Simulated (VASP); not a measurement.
# PbSe (rocksalt type) in VASP: a series of runs

Runs on PbSe (rocksalt type). Level: PBE. Tasks: single point, relaxation of cell and atoms.

Everything below comes from runs of VASP 6.6.1. Logs are shortened: lines on timing, memory, paths and dates and some standing lists are left out, and cuts for length are marked.

**1. The cell of the first run**

It takes space group Fm-3m (No. 225, cubic). Conventional cell: a = 6.216 Å, b = 6.216 Å, c = 6.216 Å, α = 90.00°, β = 90.00°, γ = 90.00°. Within 4.1 Å of Pb (site symmetry m-3m) lie 6 Se at 3.11 Å. Within 4.1 Å of Se (site symmetry m-3m) lie 6 Pb at 3.11 Å.

**2. Single point, PBE**

Input file INCAR:

```
SYSTEM = PbSe
  PREC = Accurate
  ENCUT = 520
  EDIFF = 1E-6
  ISMEAR = -1
  SIGMA = 0.03
  LREAL = .FALSE.
  LASPH = .TRUE.
  NELM = 100
  ALGO = Normal
  ISIF = 2
  LWAVE = .FALSE.
  LCHARG = .FALSE.
  GGA = PE
  NBANDS = 17
```

Input file KPOINTS:

```
Automatic mesh
0
G
  10 10 10
  0 0 0
```

Input file POSCAR:

```
PbSe
1.0
    0.0000000000      3.1079612690      3.1079612690
    3.1079612690      0.0000000000      3.1079612690
    3.1079612690      3.1079612690      0.0000000000
Pb Se
1 1
Direct
    0.0000000000      0.0000000000      0.0000000000
    0.5000000000      0.5000000000      0.5000000000
```

Potentials or basis: VASP PAW PBE potentials, release 64 (Pb_d, Se).

On the command line:

```sh
$ cat potpaw_PBE.64/Pb_d/POTCAR potpaw_PBE.64/Se/POTCAR > POTCAR
$ mpirun -np 1 vasp_std > vasp.out
```

OUTCAR:

```text
SYSTEM = PbSe
   PREC = Accurate
   ENCUT = 520
   EDIFF = 1E-6
   ISMEAR = -1
   LREAL = .FALSE.
   LASPH = .TRUE.
   NELM = 100
   ISIF = 2
   GGA = PE

 ion  position               nearest neighbor table
   1  0.000  0.000  0.000-   2 3.11   2 3.11   2 3.11   2 3.11   2 3.11   2 3.11
   2  0.500  0.500  0.500-   1 3.11   1 3.11   1 3.11   1 3.11   1 3.11   1 3.11

  LATTYP: Found a face centered cubic cell.
 ALAT       =     6.2159225380

  Lattice vectors:

 A1 = (   0.0000000000,   3.1079612690,   3.1079612690)
 A2 = (   3.1079612690,   0.0000000000,   3.1079612690)
 A3 = (   3.1079612690,   3.1079612690,   0.0000000000)

Analysis of symmetry for initial positions (statically):
=====================================================================
 Subroutine PRICEL returns:
 Original cell was already a primitive cell.

 Routine SETGRP: Setting up the symmetry group for a
 face centered cubic supercell.

 Subroutine GETGRP returns: Found 48 space group operations
 (whereof 48 operations were pure point group operations)
 out of a pool of 48 trial point group operations.

The static configuration has the point symmetry O_h .

Analysis of symmetry for dynamics (positions and initial velocities):
=====================================================================
 Subroutine PRICEL returns:
 Original cell was already a primitive cell.

 Routine SETGRP: Setting up the symmetry group for a
 face centered cubic supercell.

 Subroutine GETGRP returns: Found 48 space group operations
 (whereof 48 operations were pure point group operations)
 out of a pool of 48 trial point group operations.

The dynamic configuration has the point symmetry O_h .

 Subroutine INISYM returns: Found 48 space group operations
 (whereof 48 operations are pure point group operations),
 and found     1 'primitive' translations

----------------------------------------------------------------------------------------

                                     Primitive cell

  volume of cell :      60.0422

  direct lattice vectors                    reciprocal lattice vectors
     0.000000000  3.107961269  3.107961269    -0.160877166  0.160877166  0.160877166
     3.107961269  0.000000000  3.107961269     0.160877166 -0.160877166  0.160877166
     3.107961269  3.107961269  0.000000000     0.160877166  0.160877166 -0.160877166

  length of vectors
     4.395320978  4.395320978  4.395320978     0.278647425  0.278647425  0.278647425
[... 79 lines left out ...]
   ENCUT  =  520.0 eV  38.22 Ry    6.18 a.u.   8.17  8.17  8.17*2*pi/ulx,y,z
   NELM   =    100;   NELMIN=  2; NELMDL= -5     # of ELM steps
   EDIFF  = 0.1E-05   stopping-criterion for ELM
   LREAL  =      F    real-space projection
   EDIFFG = 0.1E-04   stopping-criterion for IOM
   NSW    =      0    number of steps for IOM
   IBRION =     -1    ionic relax: 0-MD 1-quasi-New 2-CG
   NFREE  =      0    steps in history (QN), initial steepest desc. (CG)
   ISIF   =      2    stress and relaxation
   ISYM   =      2    0-nonsym 1-usesym 2-fastsym
   POTIM  = 0.5000    time-step for ionic-motion
   TEBEG  =    0.0;   TEEND  =   0.0 temperature during run
   PSTRESS=    0.0 pullay stress
   NELECT =      20.0000    total number of electrons
   NUPDOWN=      -1.0000    fix difference up-down
   EMIN   =  10.00;   EMAX   =-10.00  energy-range for DOS
   EFERMI =   0.00;   METHOD = LEGACY
   ISMEAR =    -1;   SIGMA  =   0.03  broadening in eV -4-tet -1-fermi 0-gaus
   EFERMI_NEDOS =   21; number of points for ismear=-14 and -15
   IALGO  =     38    algorithm
   IMIX   =      4    mixing-type and parameters
     AMIX     =   0.40;   BMIX     =  1.00
     AMIX_MAG =   1.60;   BMIX_MAG =  1.00
  volume/ion in A,a.u.               =      30.02       202.59
  Fermi-wavevector in a.u.,A,eV,Ry     =   1.134835  2.144526 17.522257  1.287850
  Thomas-Fermi vector in A             =   2.271539
   LORBIT       =      0    0 simple, 1 ext, 2 COOP (PROOUT), +10 PAW based schemes
   GGA     = PE    functional components
   LHFCALC =     F    Hartree Fock is set to
   AEXX    =    0.0000 exact exchange contribution
   IVDW    =     0    specifies the selected vdW correction
   LEPSILON=     F    determine dielectric tensor
   LRPA    =     F    only Hartree local field effects (RPA)
 non-spin polarized calculation
  energy-cutoff  :      520.00
  volume of cell :       60.04
 maximum number of plane-waves:      1639
 NGX is ok and might be reduce to    36
   NGX = 17   NGY = 17   NGZ = 17

 number of electron      20.0000002 magnetization

 Free energy of the ion-electron system (eV)
  ---------------------------------------------------
  ext. energy  EPLUGINS =         0.00000000
  ---------------------------------------------------
  free energy    TOTEN  =        -8.19815337 eV

  energy without entropy =       -8.19815057  energy(sigma->0) =       -8.19815197

 E-fermi :   4.6963     XC(G=0):  -9.3191

 val. band max:        4.4787487824   @ k =   0.5000   0.0000   0.0000
 cond. band min:       4.9138809321   @ k =   0.5000   0.0000   0.0000
 fundamental gap:      0.4351321498
 Fermi energy:         4.6963171530

 k-point     1 :       0.0000    0.0000    0.0000
  band No.  band energies     occupation
      1     -12.2568      2.00000
      2     -12.2568      2.00000
      3     -12.2568      2.00000
      4     -12.2506      2.00000
      5     -12.2506      2.00000
      6      -8.7027      2.00000
[... 457 lines left out ...]
      4     -12.2289      2.00000
      5     -12.2265      2.00000
      6      -7.7358      2.00000
[... 9 lines left out ...]
     16      15.1775      0.00000
     17      15.8885      0.00000

 [... further k-points ...]

------------------------ aborting loop because EDIFF is reached ----------------------------------------

  FORCE on cell =-STRESS in cart. coord.  units (eV):
  Direction    XX          YY          ZZ          XY          YZ          ZX
  --------------------------------------------------------------------------------------
  -------------------------------------------------------------------------------------
  Total        0.0083850      0.0083850      0.0083850     -0.0000000      0.0000000      0.0000000
  in kB        0.2237458      0.2237458      0.2237458     -0.0000000      0.0000000      0.0000000
  external PRESSURE =       0.2237458 kB  Pullay stress =       0.0000000 kB

 VOLUME and BASIS-vectors are now :
 -----------------------------------------------------------------------------
  energy-cutoff  :      520.00
  volume of cell :       60.04
      direct lattice vectors                 reciprocal lattice vectors
     0.000000000  3.107961269  3.107961269    -0.160877166  0.160877166  0.160877166
     3.107961269  0.000000000  3.107961269     0.160877166 -0.160877166  0.160877166
     3.107961269  3.107961269  0.000000000     0.160877166  0.160877166 -0.160877166

 POSITION                                       TOTAL-FORCE (eV/Angst)
 -----------------------------------------------------------------------------------
      0.00000      0.00000      0.00000        -0.000000     -0.000000      0.000000
      3.10796      3.10796      3.10796         0.000000      0.000000      0.000000
 -----------------------------------------------------------------------------------
    total drift:                               -0.000000      0.000000      0.000000

  FREE ENERGIE OF THE ION-ELECTRON SYSTEM (eV)
  ---------------------------------------------------
  free  energy   TOTEN  =        -8.1981533722 eV

  energy  without entropy=       -8.1981505667  energy(sigma->0) =       -8.19815197
```

It took 26 s on 1 thread of AMD EPYC 9R45 (Zen 5), shared host; peak memory 0.19 GiB.

What came out:

```yaml
Free_energy: -8.1982 eV
Pressure: 0.0 GPa
Band_gap_on_the_k_mesh: 0.44 eV
```

Levels at points of the mesh, in eV from the valence-band top:
```tsv
k point	band 8	band 9	band 10	band 11	band 12	band 13
(0.00, 0.00, 0.00)	-1.64	-1.64	-1.64	4.64	4.64	4.64
(0.50, 0.00, 0.00)	-1.26	-1.26	0.00	0.44	1.82	1.82
(0.50, 0.50, 0.00)	-4.57	-2.92	-2.92	3.92	5.47	5.47
```

Caveat: spin-orbit coupling is left out, which moves the levels of the heavy elements. A k mesh can miss the band edges.

**3. Relaxation of cell and atoms, PBE**

This run uses another cell than the first one, of 23.21 Å³/atom.

Input file INCAR:

```
ALGO = Normal ; EDIFF = 1E-6
EDIFFG = -0.005 ; ENCUT = 600
GGA = PE ; IBRION = 2
ISIF = 3 ; ISMEAR = -1
LASPH = True ; LCHARG = False
LREAL = False ; LWAVE = False
NELM = 80 ; NSW = 100
PREC = Accurate ; SIGMA = 0.03
```

Input file KPOINTS:

```
k-points
0
Gamma
  10 10 10
```

Input file POSCAR:

```
PbSe
1.0
    0.0000000000      2.8525180429      2.8525180429
    2.8525180429      0.0000000000      2.8525180429
    2.8525180429      2.8525180429      0.0000000000
Pb Se
1 1
Direct
    0.0000000000      0.0000000000      0.0000000000
    0.5000000000      0.5000000000      0.5000000000
```

Potentials or basis: VASP PAW PBE potentials, release 64 (Pb_d, Se).

On the command line:

```sh
$ cat potpaw_PBE.64/Pb_d/POTCAR potpaw_PBE.64/Se/POTCAR > POTCAR
$ mpirun -np 1 vasp_std > vasp.out
```

Wall time 56 s (1 thread of AMD EPYC 9R45 (Zen 5), shared host); peak memory 0.18 GiB.

It converged, with:

| Property | Result |
| --- | --- |
| Free energy | -8.1950 eV |
| Relaxed volume | 30.03 Å³/atom |
| Relaxed cell | a = 4.396 Å, b = 4.396 Å, c = 4.396 Å, α = 60.00°, β = 60.00°, γ = 60.00° |
| Space group after relaxing (to 0.1 Å) | Fm-3m (No. 225) |
| Energy gained by relaxing | 358.4 meV/atom |
| Ionic steps | 5 |
| Pressure after relaxing | 0.0 GPa |
| Band gap on the k mesh | 0.44 eV |

Step by step:
```csv
step,energy change (eV),largest force (eV/Å),pressure (GPa),volume (Å³)
1,0.0000,0.0000,21.22,46.42
2,-0.5274,0.0000,-5.14,70.28
3,-0.7168,0.0000,0.08,59.98
4,-0.7168,0.0000,-0.15,60.28
5,-0.7169,0.0000,0.03,60.05
```

Final structure:
```xyz
2
Lattice="0.0000 3.1081 3.1081 3.1081 0.0000 3.1081 3.1081 3.1081 0.0000" Properties=species:S:1:pos:R:3 pbc="T T T"
Pb    0.0000    0.0000    0.0000
Se    3.1081    3.1081    3.1081
```

Levels at points of the mesh, in eV from the valence-band top:
```tsv
k point	band 8	band 9	band 10	band 11	band 12	band 13
(0.00, 0.00, 0.00)	-1.64	-1.64	-1.64	4.64	4.64	4.64
(0.50, 0.00, 0.00)	-1.26	-1.26	0.00	0.44	1.82	1.82
(0.50, 0.50, 0.00)	-4.57	-2.92	-2.92	3.92	5.47	5.47
```

Caveat: the volume moved by over 15 % at a fixed basis, so the end points are rough; spin-orbit coupling is left out, which moves the levels of the heavy elements. A k mesh can miss the band edges.

**4. Single point, PBE (xy shear strain of -2 %)**

Input file INCAR:

```
SYSTEM = PbSe
  PREC = Accurate
  ENCUT = 520
  EDIFF = 1E-7
  ISMEAR = -1
  SIGMA = 0.03
  LREAL = .FALSE.
  LASPH = .TRUE.
  NELM = 100
  ALGO = Normal
  ISIF = 2
  LWAVE = .FALSE.
  LCHARG = .FALSE.
  GGA = PE
  NBANDS = 17
```

Input file KPOINTS:

```
Automatic mesh
0
G
  10 10 10
  0 0 0
```

Input file POSCAR:

```
PbSe
1.0
   -0.0310796127      3.1079612690      3.1079612690
    3.1079612690     -0.0310796127      3.1079612690
    3.0768816563      3.0768816563      0.0000000000
Pb Se
1 1
Direct
    0.0000000000      0.0000000000      0.0000000000
    0.5000000000      0.5000000000      0.5000000000
```

On the command line:

```sh
$ cat potpaw_PBE.64/Pb_d/POTCAR potpaw_PBE.64/Se/POTCAR > POTCAR
$ mpirun -np 1 vasp_std > vasp.out
```

Wall time 78 s (1 thread of AMD EPYC 9R45 (Zen 5), shared host); peak memory 0.29 GiB.

Results (log left out):

```yaml
Free_energy: -8.1969 eV
Pressure: 0.0 GPa
Band_gap_on_the_k_mesh: 0.35 eV (least direct gap 0.43 eV)
```

Stress tensor (GPa, compression positive):
```
0.03 0.35 0.00
0.35 0.03 0.00
0.00 0.00 0.02
```

Levels at points of the mesh, in eV from the valence-band top:
```tsv
k point	band 6	band 7	band 8	band 9	band 10	band 11	band 12	band 13	band 14	band 15
(0.00, 0.00, 0.00)	-13.22	-6.38	-1.75	-1.68	-1.60	4.59	4.60	4.62	6.48	6.61
(0.50, 0.00, 0.00)	-12.27	-8.59	-1.30	-1.25	0.00	0.44	1.81	1.86	8.47	9.85
(0.50, 0.50, 0.00)	-11.95	-7.32	-4.61	-3.05	-2.86	3.89	5.41	5.45	5.84	11.19
(0.00, 0.00, 0.50)	-12.25	-8.53	-1.35	-1.31	-0.08	0.35	1.71	1.76	8.50	10.01
(0.50, 0.00, 0.50)	-11.95	-7.32	-4.61	-2.96	-2.96	3.88	5.40	5.43	5.87	11.17
```

Caveat: the cell differs from its parent crystal (xy shear strain of -2 %); spin-orbit coupling is left out, which moves the levels of the heavy elements. A k mesh can miss the band edges.

**5. Summary**

```tsv
task	cell	cutoff (eV)	gap on the mesh (eV)	pressure (GPa)
single point	a = 4.395 Å, angles 60.0°, 2 atoms	520	0.44	0.0
relaxation of cell and atoms	relaxed from a = 4.034 Å, angles 60.0°, 2 atoms	600	0.44	0.0
single point	a = 4.395, b = 4.395, c = 4.351 Å, angles 60.3, 60.3, 60.7°, 2 atoms	520	0.35	0.0
```

Alike in all rows: level PBE; potentials or basis VASP PAW PBE potentials, release 64 (Pb_d, Se); no spin polarisation; k mesh 10 × 10 × 10; smearing fermi-dirac 0.03 eV.

Caveats: spin-orbit coupling is left out, which moves the levels of the heavy elements; the volume moved by over 15 % at a fixed basis, so the end points are rough (at least some runs).

Total energies depend on the potentials used, so only differences within one code and one set of settings carry meaning.
